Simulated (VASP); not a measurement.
# Cl: single point with PBE

Cl:

```
Cl
1.0
     4.39271    0.00000    0.00000
    -2.19635    3.80420    0.00000
     0.00000    0.00000    5.59685
Cl
2
Direct
  0.00000 0.00000 0.82105
  0.00000 0.00000 0.17895
```

The cell was generated, and may not be a known phase.

```
Program             : VASP 6.6.1
Task                : single point
Functional          : PBE
Potentials or basis : VASP PAW PBE potentials, release 64 (Cl)
Cutoff              : 520 eV
k mesh              : 6 × 6 × 4
Occupations         : gaussian, width 0.1 eV
Spin                : no spin polarisation
```

The pressure is -0.2 GPa, the largest force is 0.223 eV/Å and the band gap on the k mesh is 1.91 eV (least direct gap 2.04 eV).

Forces in eV/Å, atoms in the order of the input:
```
Cl   0.000  0.000  0.223
Cl   0.000  0.000 -0.223
```

Stress tensor (GPa, compression positive):
```
-0.01  0.00  0.00
 0.00 -0.01  0.00
 0.00  0.00 -0.55
```

Levels at points of the mesh, in eV from the valence-band top:
```
           k point  band 4  band 5  band 6  band 7  band 8  band 9  band 10  band 11
(0.00, 0.00, 0.00)   -2.66   -2.66    0.00    0.00    3.42    5.75     8.70    10.29
(0.50, 0.00, 0.00)   -3.21   -2.78   -0.40   -0.09    3.45    7.75     7.94    10.40
(0.00, 0.00, 0.50)   -2.61   -2.61   -0.13   -0.13    1.91    6.43     7.41    11.05
(0.50, 0.00, 0.50)   -3.12   -2.72   -0.64   -0.24    2.10    8.35     9.15     9.58
```

Run time: 27 s on 1 thread of Intel(R) Xeon(R) Platinum 8259CL CPU @ 2.50GHz (Skylake/Cascade Lake), with other jobs on the host, peak memory 0.22 GiB.

Caveat: this functional lacks dispersion, which holds the molecules together, so the pressure and a relaxed volume are unreliable; this functional lacks dispersion, which binds layers or chains, so the pressure and a relaxed spacing across them are unreliable. A k mesh can miss the band edges.
